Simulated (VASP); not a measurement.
Wanted: the native input for a VASP 6.6.1 run.

* Task: single point
* Functional: r2SCAN
* Potentials or basis: VASP PAW PBE potentials, release 64 (Rh_pv)
* Cutoff: 520 eV
* k mesh: 17 × 17 × 17
* Occupations: fermi-dirac, width 0.1 eV
* Spin: no spin polarisation
* Dipole correction: no
* Further INCAR settings: ALGO = Normal; EDIFF = 1e-06; NBANDS = 14

Rh:

```
CELL_PARAMETERS angstrom
0.00000 1.82138 1.82138
1.82138 0.00000 1.82138
1.82138 1.82138 0.00000
ATOMIC_POSITIONS crystal
Rh 0.00000 0.00000 0.00000
```

This cell differs from its parent crystal: volume scaled by 0.88.

One way to write it, as run:

POSCAR

```
Rh
1.0
    0.0000000000      1.8213790949      1.8213790949
    1.8213790949      0.0000000000      1.8213790949
    1.8213790949      1.8213790949      0.0000000000
Rh
1
Direct
    0.0000000000      0.0000000000      0.0000000000
```

INCAR.step1

```
ALGO = Normal
EDIFF = 1E-4
ENCUT = 520
GGA = PE
ISMEAR = -1
LASPH = T
LCHARG = F
LREAL = F
LWAVE = T
NBANDS = 14
NELM = 80
PREC = Accurate
SIGMA = 0.1
```

INCAR.step2

```
ALGO = Normal
EDIFF = 1E-6
ENCUT = 520
ISIF = 2
ISMEAR = -1
ISTART = 1
LASPH = T
LCHARG = F
LMIXTAU = T
LREAL = F
LWAVE = F
METAGGA = R2SCAN
NBANDS = 14
NELM = 80
PREC = Accurate
SIGMA = 0.1
```

KPOINTS

```
k-points
0
Gamma
  17 17 17
```

Potentials or basis: VASP PAW PBE potentials, release 64 (Rh_pv).

Run with:

```bash
$ cat potpaw_PBE.64/Rh_pv/POTCAR > POTCAR
$ cp INCAR.step1 INCAR
$ mpirun -np 1 vasp_std > vasp.out
$ cp INCAR.step2 INCAR
$ mpirun -np 1 vasp_std > vasp.out
```

Results of the run:

```json
{"Pressure": "51.8 GPa"}
```

Caveat: the PAW data sets were made with another functional, which shifts forces and pressure a little.

It took 59 s on 1 thread of AMD EPYC 9R45 96-Core Processor (Zen 5), with other jobs on the host, peak memory 0.12 GiB.
